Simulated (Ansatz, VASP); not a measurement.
Given: the input of a run of VASP 6.6.1 on Mg.

The input INCAR:

```
SYSTEM = Mg
PREC = Accurate ; ENCUT = 600
EDIFF = 1E-6 ; ISMEAR = -1
SIGMA = 0.01 ; LREAL = .FALSE.
LASPH = .TRUE. ; NELM = 200
ALGO = Normal ; ISIF = 2
LWAVE = .FALSE. ; LCHARG = .TRUE.
LNONCOLLINEAR = .TRUE. ; MAGMOM = 0 0 0.5
LORBIT = 11 ; GGA = LIBXC
LIBXC1 = GGA_X_RPBE ; LIBXC2 = GGA_C_LYP
LVHAR = .TRUE. ; NBANDS = 13
GGA_COMPAT = .FALSE.
```

KPOINTS

```
regular mesh
0
G
  8 8 8
  0 0 0
```

Contents of POSCAR:

```
Mg
1.0
   -1.8237030000      1.7309930000      1.7606710000
    1.8038100000     -1.7992540000      1.8090380000
    1.7796540000      1.7552050000     -1.8289310000
Mg
1
Direct
    0.0000000000      0.0000000000      0.0000000000
```

Potentials or basis: VASP PAW PBE potentials, release 64 (Mg).

The run is started by

```console
$ cat potpaw_PBE.64/Mg/POTCAR > POTCAR
$ mpirun -np 1 vasp_ncl > vasp.out
```

Question: Translate it to Ansatz 0.2.0. Potentials there: all-electron LAPW, scalar-relativistic.

Answer: As run (the cutoff follows the program's own potentials):

The input input.yaml:

```yaml
crystal:
  lattice:
    - [-1.823703, 1.730993, 1.760671]
    - [1.80381, -1.799254, 1.809038]
    - [1.779654, 1.755205, -1.828931]
  atoms:
    - { symbol: Mg, position: [0.0, 0.0, 0.0], spin: 0.5, spin_axis: [0.0, 0.0, 1.0] }
kpoints:
  mp_grid: { grid: [8, 8, 8] }
scf:
  occupations: { method: fermi_dirac, width: 0.01 }
hamiltonian:
  xc: { exchange: rpbe, correlation: lyp }
  pseudopotentials: { kind: all_electron, lapw: { basis_error: 0.002 } }
magnetization:
  noncollinear: true
output:
  forces: true
  stress: true
  eigenvalues: true
```

Potentials or basis: all-electron LAPW, scalar-relativistic.

Run with:

```console
$ ansatz run input.yaml --threads 1 --pin off --max-ram 2560MiB --backend cpu --events-out ev --progress --plain --runs-dir out
```

Both were run:

|  | VASP | Ansatz | Ansatz less VASP |
| --- | --- | --- | --- |
| gap on the k mesh at the Fermi level (eV) | none | none | - |
| pressure (GPa) | 2.4 | 2.5 | +0.12 |
| traceless stress, the component that is largest in VASP (GPa) | 1.07 | 1.06 | -0.013 |
| net moment per atom (μB) | 0.00 | 0.00 | 0.000 |

VASP's potentials were made for PBE, not for rpbe exchange, lyp correlation. A gap of «none» marks a metal or a gap that the smearing closes. Ansatz ran all-electron here, and VASP with PAW potentials.

Noted on Ansatz's run: the k mesh is thin for a metal, which can move the energy by tens of meV per atom.
